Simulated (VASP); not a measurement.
# Hf5H2 (I4/m) in VASP: single point with PBE

Aim: the single point of Hf5H2 with PBE.

Program: VASP 6.6.1. These are calculated values, not measurements. Logs are shortened: lines on timing, memory, paths and dates and some standing lists are left out, and cuts for length are marked.

## (1) The cell of the first run

It takes space group I4/m (No. 87, tetragonal). Conventional cell: a = 7.283 Å, b = 7.283 Å, c = 4.490 Å, α = 90.00°, β = 90.00°, γ = 90.00°. Within 2.7 Å of Hf (site symmetry m) lie 2 H at 2.04 Å. Within 4.2 Å of Hf (site symmetry 4/m) lie 12 Hf at 3.18 to 3.25 Å and 8 H at 3.81 Å. H (site symmetry -4) has 4 Hf at 2.04 Å and 2 H at 2.24 Å within 2.7 Å.

## (2) Single point, PBE

Input file INCAR:

```
SYSTEM = Hf5H2
PREC = Accurate
ENCUT = 520
EDIFF = 1E-6
ISMEAR = 0
SIGMA = 0.1
LREAL = .FALSE.
LASPH = .TRUE.
NELM = 60
ALGO = Normal
ISIF = 2
LWAVE = .FALSE.
LCHARG = .FALSE.
GGA = PE
NBANDS = 35
```

Input file KPOINTS:

```
regular mesh
0
G
  8 8 8
  0 0 0
```

Input file POSCAR:

```
Hf5H2
1.0
   -3.6415381759      3.6415381759      2.2448486155
    3.6415381759     -3.6415381759      2.2448486155
    3.6415381759      3.6415381759     -2.2448486155
Hf H
5 2
Direct
    0.3945606970      0.2090935134      0.6036542104
    0.7909064866      0.3945606970      0.1854671836
    0.2090935134      0.6054393030      0.8145328164
    0.6054393030      0.7909064866      0.3963457896
    0.0000000000      0.0000000000      0.0000000000
    0.7500000000      0.2500000000      0.5000000000
    0.2500000000      0.7500000000      0.5000000000
```

Potentials or basis: VASP PAW PBE potentials, release 64 (Hf_pv, H).

On the command line:

```console
$ cat potpaw_PBE.64/Hf_pv/POTCAR potpaw_PBE.64/H/POTCAR > POTCAR
$ mpirun -np 1 vasp_std > vasp.out
```

OUTCAR:

```text
SYSTEM = Hf5H2
   PREC = Accurate
   ENCUT = 520
   EDIFF = 1E-6
   ISMEAR = 0
   LREAL = .FALSE.
   LASPH = .TRUE.
   NELM = 60
   ISIF = 2
   GGA = PE

 ion  position               nearest neighbor table
   1  0.395  0.209  0.604-   6 2.04   7 2.04   4 3.14   4 3.14   5 3.18   5 3.18   2 3.19   3 3.19
                             5 3.25   3 3.29   2 3.29   3 3.29   2 3.29   4 3.41
   2  0.791  0.395  0.185-   7 2.04   6 2.04   3 3.14   3 3.14   5 3.18   5 3.18   1 3.19   4 3.19
                             5 3.25   4 3.29   1 3.29   4 3.29   1 3.29   3 3.41
   3  0.209  0.605  0.815-   6 2.04   7 2.04   2 3.14   2 3.14   5 3.18   5 3.18   4 3.19   1 3.19
                             5 3.25   1 3.29   4 3.29   1 3.29   4 3.29   2 3.41
   4  0.605  0.791  0.396-   6 2.04   7 2.04   1 3.14   1 3.14   5 3.18   5 3.18   3 3.19   2 3.19
                             5 3.25   2 3.29   3 3.29   2 3.29   3 3.29   1 3.41
   5  0.000  0.000  0.000-   3 3.18   2 3.18   4 3.18   1 3.18   4 3.18   2 3.18   3 3.18   1 3.18
                             2 3.25   3 3.25   4 3.25   1 3.25
   6  0.750  0.250  0.500-   1 2.04   4 2.04   3 2.04   2 2.04
   7  0.250  0.750  0.500-   1 2.04   4 2.04   2 2.04   3 2.04

  LATTYP: Found a body centered tetragonal cell.
 ALAT       =     7.2830763518
 C/A-ratio  =     0.6164561532

  Lattice vectors:

 A1 = (  -3.6415381759,   3.6415381759,   2.2448486155)
 A2 = (   3.6415381759,  -3.6415381759,   2.2448486155)
 A3 = (   3.6415381759,   3.6415381759,  -2.2448486155)

Analysis of symmetry for initial positions (statically):
=====================================================================
 Subroutine PRICEL returns:
 Original cell was already a primitive cell.

 Routine SETGRP: Setting up the symmetry group for a
 body centered tetragonal supercell.

 Subroutine GETGRP returns: Found  8 space group operations
 (whereof  8 operations were pure point group operations)
 out of a pool of 16 trial point group operations.

The static configuration has the point symmetry C_4h.

Analysis of symmetry for dynamics (positions and initial velocities):
=====================================================================
 Subroutine PRICEL returns:
 Original cell was already a primitive cell.

 Routine SETGRP: Setting up the symmetry group for a
 body centered tetragonal supercell.

 Subroutine GETGRP returns: Found  8 space group operations
 (whereof  8 operations were pure point group operations)
 out of a pool of 16 trial point group operations.

The dynamic configuration has the point symmetry C_4h.

 Subroutine INISYM returns: Found  8 space group operations
 (whereof  8 operations are pure point group operations),
 and found     1 'primitive' translations

----------------------------------------------------------------------------------------

                                     Primitive cell

  volume of cell :     119.0740

  direct lattice vectors                    reciprocal lattice vectors
    -3.641538176  3.641538176  2.244848616     0.000000000  0.137304616  0.222732168
     3.641538176 -3.641538176  2.244848616     0.137304616  0.000000000  0.222732168
     3.641538176  3.641538176 -2.244848616     0.137304616  0.137304616  0.000000000

  length of vectors
     5.617912947  5.617912947  5.617912947     0.261652778  0.261652778  0.194178050

  position of ions in fractional coordinates (direct lattice)
     0.394560697  0.209093513  0.603654210
     0.790906487  0.394560697  0.185467184
     0.209093513  0.605439303  0.814532816
     0.605439303  0.790906487  0.396345790
     0.000000000  0.000000000  0.000000000
     0.750000000  0.250000000  0.500000000
     0.250000000  0.750000000  0.500000000

  ion indices of the primitive-cell ions
   primitive index   ion index
                 1           1
                 2           2
                 3           3
                 4           4
                 5           5
                 6           6
                 7           7

----------------------------------------------------------------------------------------

 KPOINTS: regular mesh

Automatic generation of k-mesh.
 Grid dimensions read from file:
 generate k-points for:    8    8    8

 Generating k-lattice:

  Cartesian coordinates                     Fractional coordinates (reciprocal lattice)
     0.000000000  0.017163077  0.027841521     0.125000000  0.000000000  0.000000000
     0.017163077  0.000000000  0.027841521     0.000000000  0.125000000  0.000000000
     0.017163077  0.017163077  0.000000000     0.000000000  0.000000000  0.125000000

  Length of vectors
     0.032706597  0.032706597  0.024272256

  Shift w.r.t. Gamma in fractional coordinates (k-lattice)
     0.000000000  0.000000000  0.000000000

 Subroutine IBZKPT returns following result:
 ===========================================

 Found     78 irreducible k-points:

 Following reciprocal coordinates:
            Coordinates               Weight
  0.000000  0.000000  0.000000      1.000000
  0.125000  0.000000  0.000000      8.000000
  0.250000  0.000000  0.000000      8.000000
  0.375000  0.000000  0.000000      8.000000
  0.500000  0.000000  0.000000      4.000000
  0.125000  0.125000  0.000000      8.000000
[... 16 lines left out ...]
 -0.375000  0.250000  0.000000      8.000000
 -0.250000  0.375000  0.000000      8.000000
 [... further k-points ...]
   k-points           NKPTS =     78   k-points in BZ     NKDIM =     78   number of bands    NBANDS=     35
   number of dos      NEDOS =    301   number of ions     NIONS =      7
   total plane-waves  NPLWV =  74088
   dimension x,y,z NGX =    42 NGY =   42 NGZ =   42
   dimension x,y,z NGXF=    84 NGYF=   84 NGZF=   84
   ions per type =               5   2
   NGX,Y,Z   is equivalent  to a cutoff of  12.43, 12.43, 12.43 a.u.
   NGXF,Y,Z  is equivalent  to a cutoff of  24.86, 24.86, 24.86 a.u.
 SYSTEM =  Hf5H2
   PREC   = accura    normal or accurate (medium, high low for compatibility)
   ISTART =      0    job   : 0-new  1-cont  2-samecut
   ICHARG =      2    charge: 1-file 2-atom 10-const
   ISPIN  =      1    spin polarized calculation?
   LNONCOLLINEAR =      F non collinear calculations
   LSORBIT =      F    spin-orbit coupling
   LASPH  =      T    aspherical Exc in radial PAW
   ENCUT  =  520.0 eV  38.22 Ry    6.18 a.u.  10.45 10.45 10.45*2*pi/ulx,y,z
   NELM   =     60;   NELMIN=  2; NELMDL= -5     # of ELM steps
   EDIFF  = 0.1E-05   stopping-criterion for ELM
   LREAL  =      F    real-space projection
   EDIFFG = 0.1E-04   stopping-criterion for IOM
   NSW    =      0    number of steps for IOM
   IBRION =     -1    ionic relax: 0-MD 1-quasi-New 2-CG
   NFREE  =      0    steps in history (QN), initial steepest desc. (CG)
   ISIF   =      2    stress and relaxation
   ISYM   =      2    0-nonsym 1-usesym 2-fastsym
   POTIM  = 0.5000    time-step for ionic-motion
   TEBEG  =    0.0;   TEEND  =   0.0 temperature during run
   PSTRESS=    0.0 pullay stress
   NELECT =      52.0000    total number of electrons
   NUPDOWN=      -1.0000    fix difference up-down
   EMIN   =  10.00;   EMAX   =-10.00  energy-range for DOS
   EFERMI =   0.00;   METHOD = LEGACY
   ISMEAR =     0;   SIGMA  =   0.10  broadening in eV -4-tet -1-fermi 0-gaus
   EFERMI_NEDOS =   21; number of points for ismear=-14 and -15
   IALGO  =     38    algorithm
   IMIX   =      4    mixing-type and parameters
     AMIX     =   0.40;   BMIX     =  1.00
     AMIX_MAG =   1.60;   BMIX_MAG =  1.00
  volume/ion in A,a.u.               =      17.01       114.79
  Fermi-wavevector in a.u.,A,eV,Ry     =   1.242044  2.347123 20.989348  1.542674
  Thomas-Fermi vector in A             =   2.376416
   LORBIT       =      0    0 simple, 1 ext, 2 COOP (PROOUT), +10 PAW based schemes
   GGA     = PE    functional components
   LHFCALC =     F    Hartree Fock is set to
   AEXX    =    0.0000 exact exchange contribution
   IVDW    =     0    specifies the selected vdW correction
   LEPSILON=     F    determine dielectric tensor
   LRPA    =     F    only Hartree local field effects (RPA)
 non-spin polarized calculation
 Gauss-broadening in eV      SIGMA  =   0.10
  energy-cutoff  :      520.00
  volume of cell :      119.07
 maximum number of plane-waves:      3226
 NGX is ok and might be reduce to    42
   NGX = 21   NGY = 21   NGZ = 21

 number of electron      52.0000000 magnetization

 Free energy of the ion-electron system (eV)
  ---------------------------------------------------
  ext. energy  EPLUGINS =         0.00000000
  ---------------------------------------------------
  free energy    TOTEN  =       -57.36624071 eV

  energy without entropy =      -57.32718159  energy(sigma->0) =      -57.34671115

 E-fermi :   4.4797     XC(G=0): -11.1898

 val. band max:        4.4728736621   @ k =  -0.1250   0.3750   0.0000
 cond. band min:       4.4836763218   @ k =   0.2500   0.1250   0.1250
 fundamental gap:      0.0108026598
 Fermi energy:         4.4796616120

 k-point     1 :       0.0000    0.0000    0.0000
  band No.  band energies     occupation
      1     -26.2918      2.00000
      2     -26.2296      2.00000
      3     -26.1816      2.00000
      4     -26.1816      2.00000
      5     -26.0872      2.00000
      6     -26.0872      2.00000
[... 27 lines left out ...]
     34       7.3685      0.00000
     35       7.3685      0.00000

 k-point     2 :       0.1250    0.0000    0.0000
  band No.  band energies     occupation
      1     -26.2978      2.00000
      2     -26.2506      2.00000
      3     -26.2024      2.00000
      4     -26.1964      2.00000
      5     -26.0848      2.00000
      6     -26.0747      2.00000
[... 27 lines left out ...]
     34       7.3709      0.00000
     35       7.5516      0.00000
[... 796 lines left out ...]
     34       7.3388      0.00000
     35       7.4929      0.00000

 k-point    24 :      -0.2500    0.3750    0.0000
  band No.  band energies     occupation
      1     -26.3313      2.00000
      2     -26.2302      2.00000
      3     -26.1911      2.00000
      4     -26.1773      2.00000
      5     -26.1089      2.00000
      6     -26.0608      2.00000
[... 27 lines left out ...]
     34       7.0958      0.00000
     35       7.7749      0.00000

 [... further k-points ...]

------------------------ aborting loop because EDIFF is reached ----------------------------------------

  FORCE on cell =-STRESS in cart. coord.  units (eV):
  Direction    XX          YY          ZZ          XY          YZ          ZX
  --------------------------------------------------------------------------------------
  -------------------------------------------------------------------------------------
  Total       -0.3897568     -0.3897568     -0.4183310     -0.0000001      0.0000000      0.0000000
  in kB       -5.2443001     -5.2443001     -5.6287751     -0.0000018      0.0000000      0.0000000
  external PRESSURE =      -5.3724584 kB  Pullay stress =       0.0000000 kB

 VOLUME and BASIS-vectors are now :
 -----------------------------------------------------------------------------
  energy-cutoff  :      520.00
  volume of cell :      119.07
      direct lattice vectors                 reciprocal lattice vectors
    -3.641538176  3.641538176  2.244848616     0.000000000  0.137304616  0.222732168
     3.641538176 -3.641538176  2.244848616     0.137304616  0.000000000  0.222732168
     3.641538176  3.641538176 -2.244848616     0.137304616  0.137304616  0.000000000

 POSITION                                       TOTAL-FORCE (eV/Angst)
 -----------------------------------------------------------------------------------
      1.52284      2.87362      0.00000        -0.007300      0.009132      0.000000
     -0.76792      2.11869      2.24485         0.009132      0.007300     -0.000000
      4.40946      1.52284     -0.00000        -0.009132     -0.007300      0.000000
      2.11869      0.76792      2.24485         0.007300     -0.009132     -0.000000
      0.00000      0.00000      0.00000        -0.000000     -0.000000      0.000000
     -0.00000      3.64154      1.12242        -0.000000     -0.000000      0.000000
      3.64154     -0.00000      1.12242        -0.000000      0.000000      0.000000
 -----------------------------------------------------------------------------------
    total drift:                                0.000000      0.000000     -0.000000

  FREE ENERGIE OF THE ION-ELECTRON SYSTEM (eV)
  ---------------------------------------------------
  free  energy   TOTEN  =       -57.3662407070 eV

  energy  without entropy=      -57.3271815876  energy(sigma->0) =      -57.34671115
```

Run time: 3.9 min. Hardware: 1 thread of Intel Xeon 6975P-C (Granite Rapids), shared host; peak memory 0.4 GiB.

What came out:

* Free energy: -57.3662 eV
* Pressure: -0.5 GPa
* Largest force: 0.012 eV/Å
* Band gap on the k mesh: zero (bands 26 and 27 overlap by 0.60 eV)

Forces in eV/Å, atoms in the order of the input:
```
Hf  -0.007  0.009  0.000
Hf   0.009  0.007  0.000
Hf  -0.009 -0.007  0.000
Hf   0.007 -0.009  0.000
Hf   0.000  0.000  0.000
H    0.000  0.000  0.000
H    0.000  0.000  0.000
```

Caveat: spin-orbit coupling is left out, which moves the levels of the heavy elements.
